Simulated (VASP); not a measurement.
Runs of VASP 6.6.1 on BiMo. The structure is that of space group P6_3/mmc (No. 194), or close to it. The cells are those of the table. 

```tsv
level	potentials or basis	cell	further INCAR settings	gap on the mesh (eV)	pressure (GPa)
PBE	VASP PAW PBE potentials, release 64 (Mo_sv, Bi_d)	a = 4.522, b = 4.522, c = 5.108 Å, angles 90.0, 90.0, 120.0°, 4 atoms	ALGO = Fast; EDIFF = 1e-06; NBANDS = 37	none	5.0
LDA	VASP PAW LDA potentials, release 64 (Mo_sv, Bi_d)	a = 4.601, b = 4.601, c = 5.140 Å, angles 90.0, 90.0, 120.0°, 4 atoms	ALGO = Fast; EDIFF = 1e-06; NBANDS = 37	none	-6.6
PBE	VASP PAW PBE potentials, release 64 (Mo_sv, Bi_d)	a = 4.562, b = 4.562, c = 5.123 Å, angles 90.0, 90.0, 120.0°, 4 atoms	ALGO = Fast; EDIFF = 1e-06; NBANDS = 37	none	(a)
PBEsol	VASP PAW PBE potentials, release 64 (Mo_sv, Bi_d)	a = 4.601, b = 4.601, c = 5.140 Å, angles 90.0, 90.0, 120.0°, 4 atoms	ALGO = Fast; EDIFF = 1e-06; NBANDS = 37	none	-4.4
PBE	VASP PAW PBE potentials, release 64 (Mo_sv, Bi_d)	a = 4.490, b = 4.490, c = 5.099 Å, angles 90.0, 90.0, 120.0°, 4 atoms	ALGO = Fast; EDIFF = 1e-06; NBANDS = 37	none	7.1
PBE	VASP PAW PBE potentials, release 64 (Mo_sv, Bi_d)	a = 4.601, b = 4.601, c = 5.140 Å, angles 90.0, 90.0, 120.0°, 4 atoms	ALGO = Fast; EDIFF = 1e-07; NBANDS = 37	none	(b)
PBE	VASP PAW PBE potentials, release 64 (Mo_sv, Bi_d)	a = 4.639, b = 4.639, c = 5.156 Å, angles 90.0, 90.0, 120.0°, 4 atoms	ALGO = Fast; EDIFF = 1e-06; NBANDS = 37	none	-1.9
```

Alike in all rows: task single point; no spin polarisation; k mesh 10 × 10 × 6; cutoff (eV) 520; smearing gaussian 0.05 eV.

Question: Estimate the missing entries.

Answer: (a) 2.4; (b) 0.1.

Caveats: spin-orbit coupling is left out, which moves the levels of the heavy elements; the cell stands under pressure (at least some runs); the cell stands under tension (at least some runs); the PAW data sets were made with another functional, which shifts forces and pressure a little (at least some runs).

A k mesh can miss the band edges, and the runs leave out spin-orbit coupling on Bi, Mo.

A gap of «none» marks levels without a gap at the run's occupations.
